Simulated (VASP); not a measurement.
# Pt (P6_3/mmc) in VASP: further runs

The runs below take Pt through single point, with r2SCAN.

Everything below comes from runs of VASP 6.6.1. Logs are shortened: lines on timing, memory, paths and dates and some standing lists are left out, and cuts for length are marked.

### Step 1. The cell of the first run

The structure is hexagonal, space group P6_3/mmc (No. 194). Conventional cell: a = 2.712 Å, b = 2.712 Å, c = 9.956 Å, α = 90.00°, β = 90.00°, γ = 120.00°. Pt (site symmetry 3m) has 10 Pt at 2.60 to 2.85 Å within 3.4 Å.

### Step 2. Single point, r2SCAN

File POSCAR:

```
Pt
1.0
    2.7124895831      0.0000000000      0.0000000000
   -1.3562447916      2.3490848865      0.0000000000
    0.0000000000      0.0000000000      9.9561665296
Pt
4
Direct
    0.3333333333      0.6666666667      0.3806037481
    0.6666666667      0.3333333333      0.8806037481
    0.6666666667      0.3333333333      0.6193962519
    0.3333333333      0.6666666667      0.1193962519
```

File INCAR.step1:

```
SYSTEM = Pt
PREC = Accurate ; ENCUT = 520
ISMEAR = 0 ; SIGMA = 0.1
LREAL = .False. ; LASPH = .True.
NELM = 100 ; NBANDS = 28
GGA = PE ; ALGO = Normal
EDIFF = 1E-4 ; LWAVE = .True.
LCHARG = .False.
```

File INCAR.step2:

```
SYSTEM = Pt
PREC = Accurate ; ENCUT = 520
EDIFF = 1E-7 ; ISMEAR = 0
SIGMA = 0.1 ; LREAL = .False.
LASPH = .True. ; NELM = 100
ALGO = Normal ; ISIF = 2
LWAVE = .False. ; LCHARG = .True.
METAGGA = R2SCAN ; LMIXTAU = .True.
LELF = .True. ; LVHAR = .True.
NBANDS = 28 ; ISTART = 1
```

File KPOINTS:

```
regular mesh
0
Gamma
  9 9 2
  0 0 0
```

Potentials or basis: VASP PAW PBE potentials, release 64 (Pt).

Started as:

```
$ cat potpaw_PBE.64/Pt/POTCAR > POTCAR
$ cp INCAR.step1 INCAR
$ mpirun -np 1 vasp_std > vasp.out
$ cp INCAR.step2 INCAR
$ mpirun -np 1 vasp_std > vasp.out
```

OUTCAR:

```text
SYSTEM = Pt
   PREC = Accurate
   ENCUT = 520
   EDIFF = 1E-7
   ISMEAR = 0
   LREAL = .False.
   LASPH = .True.
   NELM = 100
   ISIF = 2
   METAGGA = R2SCAN
   ISTART = 1

 ion  position               nearest neighbor table
   1  0.333  0.667  0.381-   4 2.60   3 2.85   3 2.85   3 2.85
   2  0.667  0.333  0.881-   3 2.60   4 2.85   4 2.85   4 2.85
   3  0.667  0.333  0.619-   2 2.60   1 2.85   1 2.85   1 2.85
   4  0.333  0.667  0.119-   1 2.60   2 2.85   2 2.85   2 2.85

  LATTYP: Found a hexagonal cell.
 ALAT       =     2.7124895831
 C/A-ratio  =     3.6704902358

  Lattice vectors:

 A1 = (   2.7124895831,   0.0000000000,   0.0000000000)
 A2 = (  -1.3562447916,   2.3490848865,   0.0000000000)
 A3 = (   0.0000000000,   0.0000000000,   9.9561665296)

Analysis of symmetry for initial positions (statically):
=====================================================================
 Subroutine PRICEL returns:
 Original cell was already a primitive cell.

 Routine SETGRP: Setting up the symmetry group for a
 hexagonal supercell.

 Subroutine GETGRP returns: Found 24 space group operations
 (whereof 12 operations were pure point group operations)
 out of a pool of 24 trial point group operations.

The static configuration has the point symmetry D_3d.
 The point group associated with its full space group is D_6h.

Analysis of symmetry for dynamics (positions and initial velocities):
=====================================================================
 Subroutine PRICEL returns:
 Original cell was already a primitive cell.

 Routine SETGRP: Setting up the symmetry group for a
 hexagonal supercell.

 Subroutine GETGRP returns: Found 24 space group operations
 (whereof 12 operations were pure point group operations)
 out of a pool of 24 trial point group operations.

The dynamic configuration has the point symmetry D_3d.
 The point group associated with its full space group is D_6h.

 Subroutine INISYM returns: Found 24 space group operations
 (whereof 12 operations are pure point group operations),
 and found     1 'primitive' translations

----------------------------------------------------------------------------------------

                                     Primitive cell

  volume of cell :      63.4394

  direct lattice vectors                    reciprocal lattice vectors
     2.712489583  0.000000000  0.000000000     0.368665010  0.212848843  0.000000000
    -1.356244792  2.349084887  0.000000000     0.000000000  0.425697686  0.000000000
     0.000000000  0.000000000  9.956166530     0.000000000  0.000000000  0.100440265

  length of vectors
     2.712489583  2.712489583  9.956166530     0.425697686  0.425697686  0.100440265

  position of ions in fractional coordinates (direct lattice)
     0.333333333  0.666666667  0.380603748
     0.666666667  0.333333333  0.880603748
     0.666666667  0.333333333  0.619396252
     0.333333333  0.666666667  0.119396252

  ion indices of the primitive-cell ions
   primitive index   ion index
                 1           1
                 2           2
                 3           3
                 4           4

----------------------------------------------------------------------------------------

 KPOINTS: regular mesh

Automatic generation of k-mesh.
 Grid dimensions read from file:
 generate k-points for:    9    9    2

 Generating k-lattice:

  Cartesian coordinates                     Fractional coordinates (reciprocal lattice)
     0.040962779  0.023649871  0.000000000     0.111111111  0.000000000  0.000000000
     0.000000000  0.047299743  0.000000000     0.000000000  0.111111111  0.000000000
     0.000000000  0.000000000  0.050220132     0.000000000  0.000000000  0.500000000

  Length of vectors
     0.047299743  0.047299743  0.050220132

  Shift w.r.t. Gamma in fractional coordinates (k-lattice)
     0.000000000  0.000000000  0.000000000

 Subroutine IBZKPT returns following result:
 ===========================================

 Found     24 irreducible k-points:

 Following reciprocal coordinates:
            Coordinates               Weight
  0.000000  0.000000  0.000000      1.000000
  0.111111  0.000000  0.000000      6.000000
  0.222222  0.000000  0.000000      6.000000
  0.333333  0.000000  0.000000      6.000000
  0.444444  0.000000  0.000000      6.000000
  0.111111  0.111111  0.000000      6.000000
[... 16 lines left out ...]
  0.333333  0.222222  0.500000     12.000000
  0.333333  0.333333  0.500000      2.000000
   k-points           NKPTS =     24   k-points in BZ     NKDIM =     24   number of bands    NBANDS=     28
   number of dos      NEDOS =    301   number of ions     NIONS =      4
   total plane-waves  NPLWV =  32000
   dimension x,y,z NGX =    20 NGY =   20 NGZ =   80
   dimension x,y,z NGXF=    40 NGYF=   40 NGZF=  160
   ions per type =               4
   NGX,Y,Z   is equivalent  to a cutoff of  12.26, 12.26, 13.36 a.u.
   NGXF,Y,Z  is equivalent  to a cutoff of  24.52, 24.52, 26.72 a.u.
 SYSTEM =  Pt
   PREC   = accura    normal or accurate (medium, high low for compatibility)
   ISTART =      1    job   : 0-new  1-cont  2-samecut
   ICHARG =      0    charge: 1-file 2-atom 10-const
   ISPIN  =      1    spin polarized calculation?
   LNONCOLLINEAR =      F non collinear calculations
   LSORBIT =      F    spin-orbit coupling
   LASPH  =      T    aspherical Exc in radial PAW
   ENCUT  =  520.0 eV  38.22 Ry    6.18 a.u.   5.04  5.04 18.51*2*pi/ulx,y,z
   NELM   =    100;   NELMIN=  2; NELMDL=  0     # of ELM steps
   EDIFF  = 0.1E-06   stopping-criterion for ELM
   LREAL  =      F    real-space projection
   EDIFFG = 0.1E-05   stopping-criterion for IOM
   NSW    =      0    number of steps for IOM
   IBRION =     -1    ionic relax: 0-MD 1-quasi-New 2-CG
   NFREE  =      0    steps in history (QN), initial steepest desc. (CG)
   ISIF   =      2    stress and relaxation
   ISYM   =      2    0-nonsym 1-usesym 2-fastsym
   POTIM  = 0.5000    time-step for ionic-motion
   TEBEG  =    0.0;   TEEND  =   0.0 temperature during run
   PSTRESS=    0.0 pullay stress
   NELECT =      40.0000    total number of electrons
   NUPDOWN=      -1.0000    fix difference up-down
   EMIN   =  10.00;   EMAX   =-10.00  energy-range for DOS
   EFERMI =   0.00;   METHOD = LEGACY
   ISMEAR =     0;   SIGMA  =   0.10  broadening in eV -4-tet -1-fermi 0-gaus
   EFERMI_NEDOS =   21; number of points for ismear=-14 and -15
   IALGO  =     38    algorithm
   IMIX   =      4    mixing-type and parameters
     AMIX     =   0.40;   BMIX     =  1.00
     AMIX_MAG =   1.60;   BMIX_MAG =  1.00
  volume/ion in A,a.u.               =      15.86       107.03
  Fermi-wavevector in a.u.,A,eV,Ry     =   1.403811  2.652817 26.812786  1.970684
  Thomas-Fermi vector in A             =   2.526435
   LORBIT       =      0    0 simple, 1 ext, 2 COOP (PROOUT), +10 PAW based schemes
   METAGGA = R2SCAN    functional components
   LHFCALC =     F    Hartree Fock is set to
   AEXX    =    0.0000 exact exchange contribution
   IVDW    =     0    specifies the selected vdW correction
   LEPSILON=     F    determine dielectric tensor
   LRPA    =     F    only Hartree local field effects (RPA)
 non-spin polarized calculation
 Gauss-broadening in eV      SIGMA  =   0.10
  energy-cutoff  :      520.00
  volume of cell :       63.44
 maximum number of plane-waves:      1749
   NGX = 11   NGY = 11   NGZ = 37

 number of electron      40.0000001 magnetization

 Free energy of the ion-electron system (eV)
  ---------------------------------------------------
  ext. energy  EPLUGINS =         0.00000000
  ---------------------------------------------------
  free energy    TOTEN  =      -205.91528175 eV

  energy without entropy =     -205.89591891  energy(sigma->0) =     -205.90560033

 E-fermi :  10.2176     XC(G=0): -14.1988

 val. band max:       10.1874606013   @ k =   0.3333   0.0000   0.0000
 cond. band min:      10.2341318728   @ k =   0.3333   0.3333   0.5000
 fundamental gap:      0.0466712715
 Fermi energy:        10.2175518301

 k-point     1 :       0.0000    0.0000    0.0000
  band No.  band energies     occupation
      1       0.1519      2.00000
      2       1.4736      2.00000
      3       1.8810      2.00000
      4       2.7861      2.00000
      5       4.6570      2.00000
      6       5.0948      2.00000
[... 20 lines left out ...]
     27      21.4874      0.00000
     28      26.0666      0.00000

 k-point     2 :       0.1111    0.0000    0.0000
  band No.  band energies     occupation
      1       0.6289      2.00000
      2       1.9422      2.00000
      3       2.3658      2.00000
      4       3.2673      2.00000
      5       4.8139      2.00000
      6       4.9670      2.00000
[... 20 lines left out ...]
     27      21.8194      0.00000
     28      26.6720      0.00000

 k-point     3 :       0.2222    0.0000    0.0000
  band No.  band energies     occupation
      1       1.8379      2.00000
      2       3.0127      2.00000
      3       3.3847      2.00000
      4       4.1958      2.00000
      5       4.5817      2.00000
      6       5.1119      2.00000
[... 20 lines left out ...]
     27      22.7129      0.00000
     28      24.8129      0.00000

 k-point     4 :       0.3333    0.0000    0.0000
  band No.  band energies     occupation
      1       2.8518      2.00000
      2       3.4708      2.00000
      3       3.6152      2.00000
      4       4.0470      2.00000
      5       4.1155      2.00000
      6       4.8797      2.00000
[... 578 lines left out ...]
     27      20.9289      0.00000
     28      20.9289      0.00000

 k-point    23 :       0.3333    0.2222    0.5000
  band No.  band energies     occupation
      1       4.3108      2.00000
      2       4.3108      2.00000
      3       4.4961      2.00000
      4       4.4961      2.00000
      5       4.7629      2.00000
      6       4.7629      2.00000
[... 20 lines left out ...]
     27      19.4052      0.00000
     28      19.4052      0.00000

 k-point    24 :       0.3333    0.3333    0.5000
  band No.  band energies     occupation
      1       4.7779      2.00000
      2       4.7779      2.00000
      3       4.7883      2.00000
      4       4.7883      2.00000
      5       5.1193      2.00000
      6       5.1193      2.00000
[... 20 lines left out ...]
     27      19.1189      0.00000
     28      19.1189      0.00000

------------------------ aborting loop because EDIFF is reached ----------------------------------------

  FORCE on cell =-STRESS in cart. coord.  units (eV):
  Direction    XX          YY          ZZ          XY          YZ          ZX
  --------------------------------------------------------------------------------------
  -------------------------------------------------------------------------------------
  Total        0.2072091      0.2072091      0.3496187     -0.0000000     -0.0000000      0.0000000
  in kB        5.2331184      5.2331184      8.8297073     -0.0000000     -0.0000000      0.0000000
  external PRESSURE =       6.4319814 kB  Pullay stress =       0.0000000 kB

 VOLUME and BASIS-vectors are now :
 -----------------------------------------------------------------------------
  energy-cutoff  :      520.00
  volume of cell :       63.44
      direct lattice vectors                 reciprocal lattice vectors
     2.712489583  0.000000000  0.000000000     0.368665010  0.212848843  0.000000000
    -1.356244792  2.349084887  0.000000000     0.000000000  0.425697686  0.000000000
     0.000000000  0.000000000  9.956166530     0.000000000  0.000000000  0.100440265

 POSITION                                       TOTAL-FORCE (eV/Angst)
 -----------------------------------------------------------------------------------
     -0.00000      1.56606      3.78935        -0.000000     -0.000000     -0.007629
      1.35624      0.78303      8.76744         0.000000     -0.000000     -0.007629
      1.35624      0.78303      6.16681         0.000000      0.000000      0.007629
     -0.00000      1.56606      1.18873        -0.000000      0.000000      0.007629
 -----------------------------------------------------------------------------------
    total drift:                               -0.000000      0.000000     -0.000000

  FREE ENERGIE OF THE ION-ELECTRON SYSTEM (eV)
  ---------------------------------------------------
  free  energy   TOTEN  =      -205.9152817482 eV

  energy  without entropy=     -205.8959189097  energy(sigma->0) =     -205.90560033
```

Run time: 2 min. Hardware: 1 thread of Intel Xeon Platinum 8488C (Sapphire Rapids), shared host; peak memory 0.19 GiB.

What came out:

| Quantity | Value |
| --- | --- |
| Free energy | -205.9153 eV |
| Pressure | 0.6 GPa |
| Largest force | 0.008 eV/Å |
| Band gap on the k mesh | zero (band 20 reaches 10.91 eV, above the bottom of band 21 at 8.84 eV) |

Forces on the atoms (eV/Å):
```
Pt   0.000  0.000 -0.008
Pt   0.000  0.000 -0.008
Pt   0.000  0.000  0.008
Pt   0.000  0.000  0.008
```

Stress tensor (GPa, compression positive):
```
0.52 0.00 0.00
0.00 0.52 0.00
0.00 0.00 0.88
```

Caveat: the PAW data sets were made with another functional, which shifts forces and pressure a little; spin-orbit coupling is left out, which moves the levels of the heavy elements.

### Step 3. Single point, r2SCAN

This run uses another cell than the first one, of 15.31 Å³/atom, 0.965 times its volume.

File POSCAR:

```
Pt
1.0
    2.7526028818      0.0000000000      0.0000000000
   -1.3763014409      2.3838240222      0.0000000000
    0.0000000000      0.0000000000      9.3305721025
Pt
4
Direct
    0.0000000000      0.0000000000      0.0000000000
    0.0000000000      0.0000000000      0.5000000000
    0.3333333333      0.6666666667      0.7500000000
    0.6666666667      0.3333333333      0.2500000000
```

File INCAR.step1:

```
ALGO = Normal ; EDIFF = 1E-4
ENCUT = 520 ; GGA = PE
ISMEAR = 0 ; LASPH = True
LCHARG = False ; LREAL = False
LWAVE = True ; NBANDS = 28
NELM = 100 ; PREC = Accurate
SIGMA = 0.1
```

File INCAR.step2:

```
ALGO = Normal ; EDIFF = 1E-6
ENCUT = 520 ; ISIF = 2
ISMEAR = 0 ; ISTART = 1
LASPH = True ; LCHARG = False
LMIXTAU = True ; LREAL = False
LWAVE = False ; METAGGA = R2SCAN
NBANDS = 28 ; NELM = 100
PREC = Accurate ; SIGMA = 0.1
```

File KPOINTS:

```
k-points
0
Gamma
  6 6 2
```

Potentials or basis: VASP PAW PBE potentials, release 64 (Pt).

Started as:

```
$ cat potpaw_PBE.64/Pt/POTCAR > POTCAR
$ cp INCAR.step1 INCAR
$ mpirun -np 1 vasp_std > vasp.out
$ cp INCAR.step2 INCAR
$ mpirun -np 1 vasp_std > vasp.out
```

It took 44 s on 1 thread of Intel Xeon 6975P-C (Granite Rapids), shared host; peak memory 0.17 GiB.

Results (log left out):

```yaml
Free_energy: -206.1129 eV
Pressure: 0.7 GPa
Band_gap_on_the_k_mesh: zero (band 20 reaches 11.18 eV, above the bottom of band 21 at 9.78 eV)
```

Stress tensor (GPa, compression positive):
```
0.74 0.00 0.00
0.00 0.74 0.00
0.00 0.00 0.50
```

Levels at points of the mesh, in eV from the Fermi level:
```
           k point  band 18  band 19  band 20  band 21  band 22  band 23  band 24  band 25
(0.00, 0.00, 0.00)    -1.40    -1.40    -1.00    -1.00    -0.59    -0.21    -0.21     5.42
(0.50, 0.00, 0.00)     0.31     0.32     0.36     0.42     1.15     3.28     3.59     6.63
(0.00, 0.00, 0.50)    -1.76    -1.76    -1.76    -0.54    -0.54    -0.54    -0.54     8.44
(0.50, 0.00, 0.50)     0.21     0.40     0.40     2.09     2.09     3.14     3.14     6.80
```

Caveat: the k points lie up to 0.44 Å⁻¹ apart; the PAW data sets were made with another functional, which shifts forces and pressure a little; spin-orbit coupling is left out, which moves the levels of the heavy elements.
